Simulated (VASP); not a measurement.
# SnPb3Se4 (Pm-3m) in VASP: further runs

SnPb3Se4 is run at these levels: PBE; tasks: single point, relaxation of cell and atoms.

Program: VASP 6.6.1. These are calculated values, not measurements. Logs are shortened: lines on timing, memory, paths and dates and some standing lists are left out, and cuts for length are marked.

## Step 1: The cell of the first run

Symmetry: Pm-3m, No. 221, cubic system. Conventional cell: a = 6.182 Å, b = 6.182 Å, c = 6.182 Å, α = 90.00°, β = 90.00°, γ = 90.00°. Sn (site symmetry m-3m) has 6 Se at 3.09 Å within 4.1 Å. Pb (site symmetry 4/mmm) has 6 Se at 3.09 Å within 4.1 Å. Se (site symmetry m-3m) has 6 Pb at 3.09 Å within 4.1 Å. Se (site symmetry 4/mmm) has 2 Sn at 3.09 Å and 4 Pb at 3.09 Å within 4.1 Å.

## Step 2: Single point, PBE

Contents of INCAR:

```
SYSTEM = SnPb3Se4
  ALGO = Normal
  EDIFF = 1E-7
  ENCUT = 520
  GGA = PE
  ISIF = 2
  ISMEAR = 0
  LASPH = .TRUE.
  LCHARG = .FALSE.
  LREAL = .FALSE.
  LWAVE = .FALSE.
  NBANDS = 50
  NELM = 80
  PREC = Accurate
  SIGMA = 0.1
```

Contents of KPOINTS:

```
k-points
0
G
  6 6 6
  0 0 0
```

Contents of POSCAR:

```
SnPb3Se4
1.0
    6.1821002724      0.0000000000      0.0000000000
    0.0000000000      6.1821002724      0.0000000000
    0.0000000000      0.0000000000      6.1821002724
Sn Pb Se
1 3 4
Direct
    0.0000000000      0.0000000000      0.0000000000
    0.5000000000      0.0000000000      0.5000000000
    0.0000000000      0.5000000000      0.5000000000
    0.5000000000      0.5000000000      0.0000000000
    0.5000000000      0.5000000000      0.5000000000
    0.0000000000      0.5000000000      0.0000000000
    0.5000000000      0.0000000000      0.0000000000
    0.0000000000      0.0000000000      0.5000000000
```

Potentials or basis: VASP PAW PBE potentials, release 64 (Sn_d, Pb_d, Se).

Command:

```sh
> cat potpaw_PBE.64/Sn_d/POTCAR potpaw_PBE.64/Pb_d/POTCAR potpaw_PBE.64/Se/POTCAR > POTCAR
> mpirun -np 1 vasp_std > vasp.out
```

OUTCAR:

```text
SYSTEM = SnPb3Se4
   EDIFF = 1E-7
   ENCUT = 520
   GGA = PE
   ISIF = 2
   ISMEAR = 0
   LASPH = .TRUE.
   LREAL = .FALSE.
   NELM = 80
   PREC = Accurate

 ion  position               nearest neighbor table
   1  0.000  0.000  0.000-   6 3.09   7 3.09   8 3.09   8 3.09   6 3.09   7 3.09
   2  0.500  0.000  0.500-   5 3.09   7 3.09   8 3.09   7 3.09   5 3.09   8 3.09
   3  0.000  0.500  0.500-   5 3.09   6 3.09   8 3.09   6 3.09   8 3.09   5 3.09
   4  0.500  0.500  0.000-   5 3.09   6 3.09   7 3.09   5 3.09   7 3.09   6 3.09
   5  0.500  0.500  0.500-   2 3.09   3 3.09   4 3.09   4 3.09   2 3.09   3 3.09
   6  0.000  0.500  0.000-   1 3.09   3 3.09   4 3.09   3 3.09   1 3.09   4 3.09
   7  0.500  0.000  0.000-   1 3.09   2 3.09   4 3.09   2 3.09   4 3.09   1 3.09
   8  0.000  0.000  0.500-   1 3.09   2 3.09   3 3.09   1 3.09   3 3.09   2 3.09

  LATTYP: Found a simple cubic cell.
 ALAT       =     6.1821002724

  Lattice vectors:

 A1 = (   6.1821002724,   0.0000000000,   0.0000000000)
 A2 = (   0.0000000000,   6.1821002724,   0.0000000000)
 A3 = (   0.0000000000,   0.0000000000,   6.1821002724)

Analysis of symmetry for initial positions (statically):
=====================================================================
 Subroutine PRICEL returns:
 Original cell was already a primitive cell.

 Routine SETGRP: Setting up the symmetry group for a
 simple cubic supercell.

 Subroutine GETGRP returns: Found 48 space group operations
 (whereof 48 operations were pure point group operations)
 out of a pool of 48 trial point group operations.

The static configuration has the point symmetry O_h .

Analysis of symmetry for dynamics (positions and initial velocities):
=====================================================================
 Subroutine PRICEL returns:
 Original cell was already a primitive cell.

 Routine SETGRP: Setting up the symmetry group for a
 simple cubic supercell.

 Subroutine GETGRP returns: Found 48 space group operations
 (whereof 48 operations were pure point group operations)
 out of a pool of 48 trial point group operations.

The dynamic configuration has the point symmetry O_h .

 Subroutine INISYM returns: Found 48 space group operations
 (whereof 48 operations are pure point group operations),
 and found     1 'primitive' translations

----------------------------------------------------------------------------------------

                                     Primitive cell

  volume of cell :     236.2698

  direct lattice vectors                    reciprocal lattice vectors
     6.182100272  0.000000000  0.000000000     0.161757325  0.000000000  0.000000000
     0.000000000  6.182100272  0.000000000     0.000000000  0.161757325  0.000000000
     0.000000000  0.000000000  6.182100272     0.000000000  0.000000000  0.161757325

  length of vectors
     6.182100272  6.182100272  6.182100272     0.161757325  0.161757325  0.161757325

  position of ions in fractional coordinates (direct lattice)
     0.000000000  0.000000000  0.000000000
     0.500000000  0.000000000  0.500000000
     0.000000000  0.500000000  0.500000000
     0.500000000  0.500000000  0.000000000
     0.500000000  0.500000000  0.500000000
     0.000000000  0.500000000  0.000000000
     0.500000000  0.000000000  0.000000000
     0.000000000  0.000000000  0.500000000

  ion indices of the primitive-cell ions
   primitive index   ion index
                 1           1
                 2           2
                 3           3
                 4           4
                 5           5
                 6           6
                 7           7
                 8           8

----------------------------------------------------------------------------------------

 KPOINTS: k-points

Automatic generation of k-mesh.
 Grid dimensions read from file:
 generate k-points for:    6    6    6

 Generating k-lattice:

  Cartesian coordinates                     Fractional coordinates (reciprocal lattice)
     0.026959554  0.000000000  0.000000000     0.166666667  0.000000000  0.000000000
     0.000000000  0.026959554  0.000000000     0.000000000  0.166666667  0.000000000
     0.000000000  0.000000000  0.026959554     0.000000000  0.000000000  0.166666667

  Length of vectors
     0.026959554  0.026959554  0.026959554

  Shift w.r.t. Gamma in fractional coordinates (k-lattice)
     0.000000000  0.000000000  0.000000000

 Subroutine IBZKPT returns following result:
 ===========================================

 Found     20 irreducible k-points:

 Following reciprocal coordinates:
            Coordinates               Weight
  0.000000  0.000000  0.000000      1.000000
  0.166667  0.000000  0.000000      6.000000
  0.333333  0.000000  0.000000      6.000000
  0.500000  0.000000  0.000000      3.000000
  0.166667  0.166667  0.000000     12.000000
  0.333333  0.166667  0.000000     24.000000
[... 12 lines left out ...]
  0.500000  0.500000  0.333333      6.000000
  0.500000  0.500000  0.500000      1.000000
   k-points           NKPTS =     20   k-points in BZ     NKDIM =     20   number of bands    NBANDS=     50
   number of dos      NEDOS =    301   number of ions     NIONS =      8
   total plane-waves  NPLWV = 110592
   dimension x,y,z NGX =    48 NGY =   48 NGZ =   48
   dimension x,y,z NGXF=    96 NGYF=   96 NGZF=   96
   ions per type =               1   3   4
   NGX,Y,Z   is equivalent  to a cutoff of  12.91, 12.91, 12.91 a.u.
   NGXF,Y,Z  is equivalent  to a cutoff of  25.82, 25.82, 25.82 a.u.
 SYSTEM =  SnPb3Se4
   PREC   = accura    normal or accurate (medium, high low for compatibility)
   ISTART =      0    job   : 0-new  1-cont  2-samecut
   ICHARG =      2    charge: 1-file 2-atom 10-const
   ISPIN  =      1    spin polarized calculation?
   LNONCOLLINEAR =      F non collinear calculations
   LSORBIT =      F    spin-orbit coupling
   LASPH  =      T    aspherical Exc in radial PAW
   ENCUT  =  520.0 eV  38.22 Ry    6.18 a.u.  11.49 11.49 11.49*2*pi/ulx,y,z
   NELM   =     80;   NELMIN=  2; NELMDL= -5     # of ELM steps
   EDIFF  = 0.1E-06   stopping-criterion for ELM
   LREAL  =      F    real-space projection
   EDIFFG = 0.1E-05   stopping-criterion for IOM
   NSW    =      0    number of steps for IOM
   IBRION =     -1    ionic relax: 0-MD 1-quasi-New 2-CG
   NFREE  =      0    steps in history (QN), initial steepest desc. (CG)
   ISIF   =      2    stress and relaxation
   ISYM   =      2    0-nonsym 1-usesym 2-fastsym
   POTIM  = 0.5000    time-step for ionic-motion
   TEBEG  =    0.0;   TEEND  =   0.0 temperature during run
   PSTRESS=    0.0 pullay stress
   NELECT =      80.0000    total number of electrons
   NUPDOWN=      -1.0000    fix difference up-down
   EMIN   =  10.00;   EMAX   =-10.00  energy-range for DOS
   EFERMI =   0.00;   METHOD = LEGACY
   ISMEAR =     0;   SIGMA  =   0.10  broadening in eV -4-tet -1-fermi 0-gaus
   EFERMI_NEDOS =   21; number of points for ismear=-14 and -15
   IALGO  =     38    algorithm
   IMIX   =      4    mixing-type and parameters
     AMIX     =   0.40;   BMIX     =  1.00
     AMIX_MAG =   1.60;   BMIX_MAG =  1.00
  volume/ion in A,a.u.               =      29.53       199.30
  Fermi-wavevector in a.u.,A,eV,Ry     =   1.141043  2.156259 17.714510  1.301980
  Thomas-Fermi vector in A             =   2.277744
   LORBIT       =      0    0 simple, 1 ext, 2 COOP (PROOUT), +10 PAW based schemes
   GGA     = PE    functional components
   LHFCALC =     F    Hartree Fock is set to
   AEXX    =    0.0000 exact exchange contribution
   IVDW    =     0    specifies the selected vdW correction
   LEPSILON=     F    determine dielectric tensor
   LRPA    =     F    only Hartree local field effects (RPA)
 non-spin polarized calculation
 Gauss-broadening in eV      SIGMA  =   0.10
  energy-cutoff  :      520.00
  volume of cell :      236.27
 maximum number of plane-waves:      6403
 NGX is ok and might be reduce to    48
   NGX = 23   NGY = 23   NGZ = 23

 number of electron      79.9999998 magnetization

 Free energy of the ion-electron system (eV)
  ---------------------------------------------------
  ext. energy  EPLUGINS =         0.00000000
  ---------------------------------------------------
  free energy    TOTEN  =       -32.77773849 eV

  energy without entropy =      -32.77691406  energy(sigma->0) =      -32.77732627

 E-fermi :   4.9452     XC(G=0):  -9.3548

 val. band max:        4.7422134521   @ k =   0.5000   0.5000   0.3333
 cond. band min:       4.9810913884   @ k =   0.5000   0.5000   0.5000
 fundamental gap:      0.2388779364
 Fermi energy:         4.9452356837

 k-point     1 :       0.0000    0.0000    0.0000
  band No.  band energies     occupation
      1     -16.7633      2.00000
      2     -16.7633      2.00000
      3     -16.7592      2.00000
      4     -16.7592      2.00000
      5     -16.7592      2.00000
      6     -12.2308      2.00000
[... 42 lines left out ...]
     49      10.0151      0.00000
     50      10.1612      0.00000

 k-point     2 :       0.1667    0.0000    0.0000
  band No.  band energies     occupation
      1     -16.7633      2.00000
      2     -16.7630      2.00000
      3     -16.7592      2.00000
      4     -16.7592      2.00000
      5     -16.7592      2.00000
      6     -12.2230      2.00000
[... 42 lines left out ...]
     49       9.9053      0.00000
     50       9.9339      0.00000

 k-point     3 :       0.3333    0.0000    0.0000
  band No.  band energies     occupation
      1     -16.7633      2.00000
      2     -16.7622      2.00000
      3     -16.7592      2.00000
      4     -16.7592      2.00000
      5     -16.7592      2.00000
      6     -12.2072      2.00000
[... 42 lines left out ...]
     49       9.1161      0.00000
     50       9.6165      0.00000

 k-point     4 :       0.5000    0.0000    0.0000
  band No.  band energies     occupation
      1     -16.7633      2.00000
      2     -16.7618      2.00000
      3     -16.7592      2.00000
      4     -16.7592      2.00000
      5     -16.7592      2.00000
      6     -12.2003      2.00000
[... 787 lines left out ...]
 k-point    19 :       0.5000    0.5000    0.3333
  band No.  band energies     occupation
      1     -16.7614      2.00000
      2     -16.7610      2.00000
      3     -16.7593      2.00000
      4     -16.7593      2.00000
      5     -16.7593      2.00000
      6     -12.1474      2.00000
[... 42 lines left out ...]
     49       7.1503      0.00000
     50       7.2738      0.00000

 k-point    20 :       0.5000    0.5000    0.5000
  band No.  band energies     occupation
      1     -16.7610      2.00000
      2     -16.7610      2.00000
      3     -16.7593      2.00000
      4     -16.7593      2.00000
      5     -16.7593      2.00000
      6     -12.1453      2.00000
[... 42 lines left out ...]
     49       6.4296      0.00000
     50       6.4365      0.00000

------------------------ aborting loop because EDIFF is reached ----------------------------------------

  FORCE on cell =-STRESS in cart. coord.  units (eV):
  Direction    XX          YY          ZZ          XY          YZ          ZX
  --------------------------------------------------------------------------------------
  -------------------------------------------------------------------------------------
  Total       -0.0287276     -0.0287276     -0.0287276      0.0000000      0.0000000      0.0000000
  in kB       -0.1948059     -0.1948059     -0.1948059      0.0000000      0.0000000      0.0000000
  external PRESSURE =      -0.1948059 kB  Pullay stress =       0.0000000 kB

 VOLUME and BASIS-vectors are now :
 -----------------------------------------------------------------------------
  energy-cutoff  :      520.00
  volume of cell :      236.27
      direct lattice vectors                 reciprocal lattice vectors
     6.182100272  0.000000000  0.000000000     0.161757325  0.000000000  0.000000000
     0.000000000  6.182100272  0.000000000     0.000000000  0.161757325  0.000000000
     0.000000000  0.000000000  6.182100272     0.000000000  0.000000000  0.161757325

 POSITION                                       TOTAL-FORCE (eV/Angst)
 -----------------------------------------------------------------------------------
      0.00000      0.00000      0.00000         0.000000      0.000000      0.000000
      3.09105      0.00000      3.09105         0.000000      0.000000      0.000000
      0.00000      3.09105      3.09105         0.000000      0.000000      0.000000
      3.09105      3.09105      0.00000         0.000000      0.000000      0.000000
      3.09105      3.09105      3.09105         0.000000      0.000000      0.000000
      0.00000      3.09105      0.00000         0.000000      0.000000      0.000000
      3.09105      0.00000      0.00000         0.000000      0.000000      0.000000
      0.00000      0.00000      3.09105         0.000000      0.000000      0.000000
 -----------------------------------------------------------------------------------
    total drift:                                0.000000      0.000000     -0.000000

  FREE ENERGIE OF THE ION-ELECTRON SYSTEM (eV)
  ---------------------------------------------------
  free  energy   TOTEN  =       -32.7777384894 eV

  energy  without entropy=      -32.7769140571  energy(sigma->0) =      -32.77732627
```

Run time: 2.8 min. Hardware: 1 thread of Intel Xeon Platinum 8488C (Sapphire Rapids), shared host; peak memory 0.46 GiB.

What came out:

| Quantity | Value |
| --- | --- |
| Free energy | -32.7777 eV |
| Pressure | 0.0 GPa |
| Band gap on the k mesh | zero (filled and empty bands touch) |

Caveat: semilocal functionals underestimate gaps, and a narrow one can read as zero; spin-orbit coupling is left out, which moves the levels of the heavy elements.

## Step 3: Relaxation of cell and atoms, PBE

This run uses another cell than the first one, of 29.26 Å³/atom.

Contents of INCAR:

```
SYSTEM = SnPb3Se4
PREC = Accurate
ENCUT = 600
EDIFF = 1E-6
ISMEAR = 0
SIGMA = 0.1
LREAL = .False.
LASPH = .True.
NELM = 100
ALGO = Normal
ISIF = 3
LWAVE = .False.
LCHARG = .False.
GGA = PE
IBRION = 2
NSW = 100
EDIFFG = -0.01
```

Contents of KPOINTS:

```
Automatic mesh
0
Gamma
  6 6 6
  0 0 0
```

POSCAR: that of step 2 with these lines changed.

```diff
@@ -2,5 +2,5 @@
 1.0
-    6.1821002724      0.0000000000      0.0000000000
-    0.0000000000      6.1821002724      0.0000000000
-    0.0000000000      0.0000000000      6.1821002724
+    6.1628582700      0.0000000000      0.0000000000
+    0.0000000000      6.1628582700      0.0000000000
+    0.0000000000      0.0000000000      6.1628582700
 Sn Pb Se
```

Potentials or basis: VASP PAW PBE potentials, release 64 (Sn_d, Pb_d, Se).

Command:

```sh
> cat potpaw_PBE.64/Sn_d/POTCAR potpaw_PBE.64/Pb_d/POTCAR potpaw_PBE.64/Se/POTCAR > POTCAR
> mpirun -np 1 vasp_std > vasp.out
```

It took 6.6 min on 1 thread of Intel Xeon Platinum 8488C (Sapphire Rapids), shared host; peak memory 0.52 GiB.

The run converged. Its results:

```yaml
Free_energy: -32.7777 eV
Relaxed_volume: 29.54 Å³/atom
Relaxed_cell: a = 6.182 Å, b = 6.182 Å, c = 6.182 Å, α = 90.00°, β = 90.00°, γ = 90.00°
Space_group_after_relaxing_to_0.1_Å: Pm-3m (No. 221)
Energy_gained_by_relaxing: 0.4 meV/atom
Ionic_steps: 3
Pressure_after_relaxing: 0.0 GPa
Band_gap_on_the_k_mesh: zero (filled and empty bands touch)
```

Step by step:
| step | energy change (eV) | largest force (eV/Å) | pressure (GPa) | volume (Å³) |
| --- | --- | --- | --- | --- |
| 1 | 0.0000 | 0.0000 | 0.46 | 234.07 |
| 2 | -0.0030 | 0.0000 | -0.12 | 236.91 |
| 3 | -0.0032 | 0.0000 | 0.00 | 236.31 |

Final structure:
```
CELL_PARAMETERS angstrom
6.18244 0.00000 0.00000
0.00000 6.18244 0.00000
0.00000 0.00000 6.18244
ATOMIC_POSITIONS crystal
Sn 0.00000 0.00000 0.00000
Pb 0.50000 0.00000 0.50000
Pb 0.00000 0.50000 0.50000
Pb 0.50000 0.50000 0.00000
Se 0.50000 0.50000 0.50000
Se 0.00000 0.50000 0.00000
Se 0.50000 0.00000 0.00000
Se 0.00000 0.00000 0.50000
```

Levels at points of the mesh, in eV from the Fermi level:
| k point | band 36 | band 37 | band 38 | band 39 | band 40 | band 41 | band 42 | band 43 | band 44 | band 45 |
| --- | --- | --- | --- | --- | --- | --- | --- | --- | --- | --- |
| (0.00, 0.00, 0.00) | -3.33 | -3.33 | -2.03 | -2.03 | -2.03 | 3.45 | 3.45 | 3.45 | 4.22 | 4.22 |
| (0.50, 0.00, 0.00) | -2.73 | -1.83 | -1.73 | -1.02 | -0.94 | 1.45 | 1.64 | 2.02 | 2.11 | 4.20 |
| (0.50, 0.50, 0.00) | -1.78 | -1.03 | -1.02 | -1.02 | -0.66 | 1.02 | 1.02 | 1.12 | 1.16 | 1.80 |
| (0.50, 0.50, 0.50) | -1.65 | -0.33 | -0.33 | -0.33 | 0.04 | 0.04 | 0.04 | 0.09 | 0.29 | 1.29 |

Caveat: semilocal functionals underestimate gaps, and a narrow one can read as zero; spin-orbit coupling is left out, which moves the levels of the heavy elements.

The gap in the log of VASP goes by the Fermi energy; the results here count the filled bands.